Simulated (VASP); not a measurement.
# NaH (I-4m2) in VASP: a series of runs

Aim: see how the results for NaH move with the level of theory and the settings. Levels: PBE, r2SCAN, HSE06. Tasks: single point.

Everything below comes from runs of VASP 6.6.1. Logs are shortened: lines on timing, memory, paths and dates and some standing lists are left out, and cuts for length are marked.

### Step 1. The cell of the first run

The structure is tetragonal, space group I-4m2 (No. 119). Conventional cell: a = 3.589 Å, b = 3.589 Å, c = 5.359 Å, α = 90.00°, β = 90.00°, γ = 90.00°. Na (site symmetry -4m2) has 4 H at 2.24 Å within 3.0 Å. H (site symmetry -4m2) has 4 Na at 2.24 Å within 3.0 Å.

### Step 2. Single point, PBE (epitaxial xy strain -2.3%)

The input, INCAR:

```
ALGO = Normal ; EDIFF = 1E-7
ENCUT = 520 ; GGA = PE
ISIF = 2 ; ISMEAR = -1
LASPH = True ; LCHARG = True
LELF = True ; LREAL = False
LVHAR = True ; LWAVE = False
NBANDS = 11 ; NELM = 100
PREC = Accurate ; SIGMA = 0.02
```

The input, KPOINTS:

```
k-points
0
Gamma
  8 8 8
```

The input, POSCAR:

```
NaH
1.0
    0.0000000000      2.5377112531      2.6795796369
    2.5377112531      0.0000000000      2.6795796369
    2.5377112531      2.5377112531      0.0000000000
Na H
1 1
Direct
    0.0000000000      0.0000000000      0.0000000000
    0.2500000000      0.2500000000      0.2500000000
```

Potentials or basis: VASP PAW PBE potentials, release 64 (Na_pv, H).

Run with:

```console
cat potpaw_PBE.64/Na_pv/POTCAR potpaw_PBE.64/H/POTCAR > POTCAR
mpirun -np 1 vasp_std > vasp.out
```

OUTCAR:

```text
EDIFF = 1E-7
   ENCUT = 520
   GGA = PE
   ISIF = 2
   ISMEAR = -1
   LASPH = True
   LREAL = False
   NELM = 100
   PREC = Accurate

 ion  position               nearest neighbor table
   1  0.000  0.000  0.000-
   2  0.250  0.250  0.250-

  LATTYP: Found a body centered tetragonal cell.
 ALAT       =     3.5888656715
 C/A-ratio  =     1.4932738543

  Lattice vectors:

 A1 = (  -2.5377112531,   0.0000000000,   2.6795796369)
 A2 = (   2.5377112531,   0.0000000000,   2.6795796369)
 A3 = (   0.0000000000,   2.5377112531,  -2.6795796369)

Analysis of symmetry for initial positions (statically):
=====================================================================
 Subroutine PRICEL returns:
 Original cell was already a primitive cell.

 Routine SETGRP: Setting up the symmetry group for a
 body centered tetragonal supercell.

 Subroutine GETGRP returns: Found  8 space group operations
 (whereof  8 operations were pure point group operations)
 out of a pool of 16 trial point group operations.

The static configuration has the point symmetry D_2d.

Analysis of symmetry for dynamics (positions and initial velocities):
=====================================================================
 Subroutine PRICEL returns:
 Original cell was already a primitive cell.

 Routine SETGRP: Setting up the symmetry group for a
 body centered tetragonal supercell.

 Subroutine GETGRP returns: Found  8 space group operations
 (whereof  8 operations were pure point group operations)
 out of a pool of 16 trial point group operations.

The dynamic configuration has the point symmetry D_2d.

 Subroutine INISYM returns: Found  8 space group operations
 (whereof  8 operations are pure point group operations),
 and found     1 'primitive' translations

----------------------------------------------------------------------------------------

                                     Primitive cell

  volume of cell :      34.5129

  direct lattice vectors                    reciprocal lattice vectors
     0.000000000  2.537711253  2.679579637    -0.197027932  0.197027932  0.186596432
     2.537711253  0.000000000  2.679579637     0.197027932 -0.197027932  0.186596432
     2.537711253  2.537711253  0.000000000     0.197027932  0.197027932 -0.186596432

  length of vectors
     3.690545412  3.690545412  3.588865672     0.335347939  0.335347939  0.335347939

  position of ions in fractional coordinates (direct lattice)
     0.000000000  0.000000000  0.000000000
     0.250000000  0.250000000  0.250000000

  ion indices of the primitive-cell ions
   primitive index   ion index
                 1           1
                 2           2

----------------------------------------------------------------------------------------

 KPOINTS: k-points

Automatic generation of k-mesh.
 Grid dimensions read from file:
 generate k-points for:    8    8    8

 Generating k-lattice:

  Cartesian coordinates                     Fractional coordinates (reciprocal lattice)
    -0.024628491  0.024628491  0.023324554     0.125000000  0.000000000  0.000000000
     0.024628491 -0.024628491  0.023324554     0.000000000  0.125000000  0.000000000
     0.024628491  0.024628491 -0.023324554     0.000000000  0.000000000  0.125000000

  Length of vectors
     0.041918492  0.041918492  0.041918492

  Shift w.r.t. Gamma in fractional coordinates (k-lattice)
     0.000000000  0.000000000  0.000000000

 Subroutine IBZKPT returns following result:
 ===========================================

 Found     59 irreducible k-points:

 Following reciprocal coordinates:
            Coordinates               Weight
  0.000000  0.000000  0.000000      1.000000
  0.125000  0.000000  0.000000      8.000000
  0.250000  0.000000  0.000000      8.000000
  0.375000  0.000000  0.000000      8.000000
  0.500000  0.000000  0.000000      4.000000
  0.125000  0.125000  0.000000      2.000000
[... 16 lines left out ...]
  0.250000  0.000000  0.125000     16.000000
  0.375000 -0.000000  0.125000     16.000000
 [... further k-points ...]
   k-points           NKPTS =     59   k-points in BZ     NKDIM =     59   number of bands    NBANDS=     11
   number of dos      NEDOS =    301   number of ions     NIONS =      2
   total plane-waves  NPLWV =  21952
   dimension x,y,z NGX =    28 NGY =   28 NGZ =   28
   dimension x,y,z NGXF=    56 NGYF=   56 NGZF=   56
   ions per type =               1   1
   NGX,Y,Z   is equivalent  to a cutoff of  12.61, 12.61, 12.97 a.u.
   NGXF,Y,Z  is equivalent  to a cutoff of  25.23, 25.23, 25.94 a.u.
 SYSTEM =  unknown system
   PREC   = accura    normal or accurate (medium, high low for compatibility)
   ISTART =      0    job   : 0-new  1-cont  2-samecut
   ICHARG =      2    charge: 1-file 2-atom 10-const
   ISPIN  =      1    spin polarized calculation?
   LNONCOLLINEAR =      F non collinear calculations
   LSORBIT =      F    spin-orbit coupling
   LASPH  =      T    aspherical Exc in radial PAW
   ENCUT  =  520.0 eV  38.22 Ry    6.18 a.u.   6.86  6.86  6.67*2*pi/ulx,y,z
   NELM   =    100;   NELMIN=  2; NELMDL= -5     # of ELM steps
   EDIFF  = 0.1E-06   stopping-criterion for ELM
   LREAL  =      F    real-space projection
   EDIFFG = 0.1E-05   stopping-criterion for IOM
   NSW    =      0    number of steps for IOM
   IBRION =     -1    ionic relax: 0-MD 1-quasi-New 2-CG
   NFREE  =      0    steps in history (QN), initial steepest desc. (CG)
   ISIF   =      2    stress and relaxation
   ISYM   =      2    0-nonsym 1-usesym 2-fastsym
   POTIM  = 0.5000    time-step for ionic-motion
   TEBEG  =    0.0;   TEEND  =   0.0 temperature during run
   PSTRESS=    0.0 pullay stress
   NELECT =       8.0000    total number of electrons
   NUPDOWN=      -1.0000    fix difference up-down
   EMIN   =  10.00;   EMAX   =-10.00  energy-range for DOS
   EFERMI =   0.00;   METHOD = LEGACY
   ISMEAR =    -1;   SIGMA  =   0.02  broadening in eV -4-tet -1-fermi 0-gaus
   EFERMI_NEDOS =   21; number of points for ismear=-14 and -15
   IALGO  =     38    algorithm
   IMIX   =      4    mixing-type and parameters
     AMIX     =   0.40;   BMIX     =  1.00
     AMIX_MAG =   1.60;   BMIX_MAG =  1.00
  volume/ion in A,a.u.               =      17.26       116.45
  Fermi-wavevector in a.u.,A,eV,Ry     =   1.005644  1.900392 13.759855  1.011321
  Thomas-Fermi vector in A             =   2.138337
   LORBIT       =      0    0 simple, 1 ext, 2 COOP (PROOUT), +10 PAW based schemes
   GGA     = PE    functional components
   LHFCALC =     F    Hartree Fock is set to
   AEXX    =    0.0000 exact exchange contribution
   IVDW    =     0    specifies the selected vdW correction
   LEPSILON=     F    determine dielectric tensor
   LRPA    =     F    only Hartree local field effects (RPA)
 non-spin polarized calculation
  energy-cutoff  :      520.00
  volume of cell :       34.51
 maximum number of plane-waves:       950
   NGX = 13   NGY = 13   NGZ = 13

 number of electron       8.0000008 magnetization

 Free energy of the ion-electron system (eV)
  ---------------------------------------------------
  ext. energy  EPLUGINS =         0.00000000
  ---------------------------------------------------
  free energy    TOTEN  =        -4.98732472 eV

  energy without entropy =       -4.98732472  energy(sigma->0) =       -4.98732472

 E-fermi :  -1.2647     XC(G=0):  -6.9231

 val. band max:       -1.7879265354   @ k =  -0.2500   0.2500   0.5000
 cond. band min:       1.7784168271   @ k =   0.5000   0.0000   0.0000
 fundamental gap:      3.5663433625
 Fermi energy:        -1.2646568792

 k-point     1 :       0.0000    0.0000    0.0000
  band No.  band energies     occupation
      1     -23.8220      2.00000
      2     -23.8220      2.00000
      3     -23.8131      2.00000
      4      -4.7253      2.00000
      5       6.4542      0.00000
      6      11.5217      0.00000
      7      11.6368      0.00000
      8      11.6368      0.00000
      9      14.2990      0.00000
     10      14.3337      0.00000
     11      14.3337      0.00000

 k-point     2 :       0.1250    0.0000    0.0000
  band No.  band energies     occupation
      1     -23.8284      2.00000
      2     -23.8227      2.00000
      3     -23.8154      2.00000
      4      -4.5044      2.00000
      5       5.7693      0.00000
      6      10.7892      0.00000
      7      11.2445      0.00000
      8      11.4457      0.00000
      9      14.5322      0.00000
     10      14.8941      0.00000
     11      14.9657      0.00000

 k-point     3 :       0.2500    0.0000    0.0000
  band No.  band energies     occupation
      1     -23.8456      2.00000
      2     -23.8244      2.00000
      3     -23.8191      2.00000
      4      -3.8843      2.00000
      5       4.1925      0.00000
      6       9.7133      0.00000
      7      10.7797      0.00000
      8      11.2032      0.00000
      9      13.3365      0.00000
     10      14.5123      0.00000
     11      15.2904      0.00000

 k-point     4 :       0.3750    0.0000    0.0000
  band No.  band energies     occupation
      1     -23.8631      2.00000
      2     -23.8261      2.00000
      3     -23.8222      2.00000
      4      -3.0459      2.00000
      5       2.5595      0.00000
      6       9.0719      0.00000
      7      10.5087      0.00000
      8      11.1604      0.00000
      9      12.4545      0.00000
     10      13.3515      0.00000
     11      14.4345      0.00000

 k-point     5 :       0.5000    0.0000    0.0000
  band No.  band energies     occupation
      1     -23.8704      2.00000
      2     -23.8268      2.00000
      3     -23.8235      2.00000
      4      -2.5587      2.00000
      5       1.7784      0.00000
      6       8.8687      0.00000
      7      10.4301      0.00000
      8      11.2135      0.00000
      9      12.1501      0.00000
     10      12.8808      0.00000
     11      14.0637      0.00000
[... 211 lines left out ...]
 k-point    21 :       0.5000    0.5000    0.0000
  band No.  band energies     occupation
      1     -23.8604      2.00000
      2     -23.8366      2.00000
      3     -23.8366      2.00000
      4      -2.0880      2.00000
      5       2.8759      0.00000
      6       5.7813      0.00000
      7       8.3712      0.00000
      8       8.3712      0.00000
      9      10.9475      0.00000
     10      19.1746      0.00000
     11      22.0041      0.00000

 k-point    22 :       0.1250    0.0000    0.1250
  band No.  band energies     occupation
      1     -23.8296      2.00000
      2     -23.8253      2.00000
      3     -23.8154      2.00000
      4      -4.4209      2.00000
      5       5.6630      0.00000
      6      10.3569      0.00000
      7      10.3976      0.00000
      8      12.6304      0.00000
      9      13.1153      0.00000
     10      14.5564      0.00000
     11      16.0906      0.00000

 k-point    23 :       0.2500    0.0000    0.1250
  band No.  band energies     occupation
      1     -23.8426      2.00000
      2     -23.8273      2.00000
      3     -23.8187      2.00000
      4      -3.9253      2.00000
      5       4.6068      0.00000
      6       9.2138      0.00000
      7       9.7625      0.00000
      8      12.0426      0.00000
      9      13.2731      0.00000
     10      14.0006      0.00000
     11      15.7226      0.00000

 k-point    24 :       0.3750   -0.0000    0.1250
  band No.  band energies     occupation
      1     -23.8588      2.00000
      2     -23.8294      2.00000
      3     -23.8227      2.00000
      4      -3.1446      2.00000
      5       3.1320      0.00000
      6       8.1887      0.00000
      7       9.5301      0.00000
      8      11.0373      0.00000
      9      13.1009      0.00000
     10      14.6417      0.00000
     11      15.4760      0.00000

 [... further k-points ...]

------------------------ aborting loop because EDIFF is reached ----------------------------------------

  FORCE on cell =-STRESS in cart. coord.  units (eV):
  Direction    XX          YY          ZZ          XY          YZ          ZX
  --------------------------------------------------------------------------------------
  -------------------------------------------------------------------------------------
  Total        0.1286804      0.1286804      0.0505340      0.0000000      0.0000000      0.0000000
  in kB        5.9736802      5.9736802      2.3459215      0.0000000      0.0000000      0.0000000
  external PRESSURE =       4.7644273 kB  Pullay stress =       0.0000000 kB

 VOLUME and BASIS-vectors are now :
 -----------------------------------------------------------------------------
  energy-cutoff  :      520.00
  volume of cell :       34.51
      direct lattice vectors                 reciprocal lattice vectors
     0.000000000  2.537711253  2.679579637    -0.197027932  0.197027932  0.186596432
     2.537711253  0.000000000  2.679579637     0.197027932 -0.197027932  0.186596432
     2.537711253  2.537711253  0.000000000     0.197027932  0.197027932 -0.186596432

 POSITION                                       TOTAL-FORCE (eV/Angst)
 -----------------------------------------------------------------------------------
      0.00000      0.00000      0.00000        -0.000000     -0.000000     -0.000000
      1.26886      1.26886      1.33979         0.000000      0.000000      0.000000
 -----------------------------------------------------------------------------------
    total drift:                                0.000000      0.000000      0.000002

  FREE ENERGIE OF THE ION-ELECTRON SYSTEM (eV)
  ---------------------------------------------------
  free  energy   TOTEN  =        -4.9873247172 eV

  energy  without entropy=       -4.9873247172  energy(sigma->0) =       -4.98732472
```

Run time: 26 s. Hardware: 1 thread of Intel Xeon 8259CL, shared host; peak memory 0.16 GiB.

What came out:

```
Free energy            : -4.9873 eV
Pressure               : 0.5 GPa
Band gap on the k mesh : 3.57 eV (least direct gap 4.34 eV)
```

Caveat: the cell differs from its parent crystal (epitaxial xy strain -2.3%); the structure was generated, so it needn't be the stable form of NaH.

(Part 1 of 3 ends here.)
